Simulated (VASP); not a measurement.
A run of VASP 6.6.1:

INCAR

```
SYSTEM = C
PREC = Accurate
ENCUT = 520
EDIFF = 1E-6
ISMEAR = -1
SIGMA = 0.05
LREAL = .FALSE.
LASPH = .TRUE.
NELM = 60
ALGO = Normal
ISIF = 2
LWAVE = .FALSE.
LCHARG = .TRUE.
GGA = PS
IVDW = 12
LELF = .TRUE.
LVHAR = .TRUE.
NBANDS = 11
```

File KPOINTS:

```
regular mesh
0
G
  13 13 13
  0 0 0
```

Contents of POSCAR:

```
C
1.0
    0.0000000000      1.7719484724      1.7719484724
    1.7719484724      0.0000000000      1.7719484724
    1.7719484724      1.7719484724      0.0000000000
C
2
Direct
    0.7500000000      0.7500000000      0.7500000000
    0.5000000000      0.5000000000      0.5000000000
```

Potentials or basis: VASP PAW PBE potentials, release 64 (C).

Command:

```sh
$ cat potpaw_PBE.64/C/POTCAR > POTCAR
$ mpirun -np 1 vasp_std > vasp.out
```

Hardware: 1 thread of Intel Xeon 6975P-C, on a shared host.

Problem. How long does it take, and how much memory?

Solution. Wall time 6.1 s on 1 thread of Intel Xeon 6975P-C (shared host), peak memory 0.14 GiB. Counts: scf iterations 11, k points 84.
